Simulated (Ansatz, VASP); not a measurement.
**WSeS: VASP beside Ansatz**

```
S W Se
1.0
     3.18561    0.00000    0.00000
    -1.59281    2.75882    0.00000
     0.00000    0.00000   30.20000
S W Se
1 1 1
Direct
  0.66667 0.33333 0.23154
  0.33333 0.66667 0.28211
  0.66667 0.33333 0.33834
```

Alike in both runs: functional LDA; k mesh 12 × 12 × 1; occupations gaussian, width 0.03 eV; no spin polarisation.

Ansatz relaxed the structure, and its values are those at the end. VASP's run is a single point on that final structure, the one shown.

|  | VASP | Ansatz |
| --- | --- | --- |
| version | VASP 6.6.1 | Ansatz 0.2.0 |
| potentials or method | VASP PAW LDA potentials, release 64 (S, W_sv, Se), cutoff 400 eV | scalar-relativistic, plane waves, PAW |
| valence electrons in the cell | 26 | 36 |

VASP gave:

```
gap on the k mesh at the Fermi level (eV) : 1.84
least direct gap on the mesh (eV)         : 1.89
rms of the force components (eV/Å)        : 0.044
```

Q: Estimate Ansatz's values.

A: gap on the k mesh at the Fermi level (eV): 1.83; least direct gap on the mesh (eV): 1.88; rms of the force components (eV/Å): 0.001.

Ansatz warns that its potentials were made for another functional, while VASP's fit it. LDA's correlation is that of Perdew and Zunger in VASP and of Perdew and Wang (1992) in Ansatz. VASP's potentials hold 26 valence electrons a cell and Ansatz's 36, so a difference there can come from the potentials and not from the codes. Ansatz's warnings: slab cell height set, structure snapped to symmetry, xc potential rough in thin density.

Neither program's run includes spin-orbit coupling.
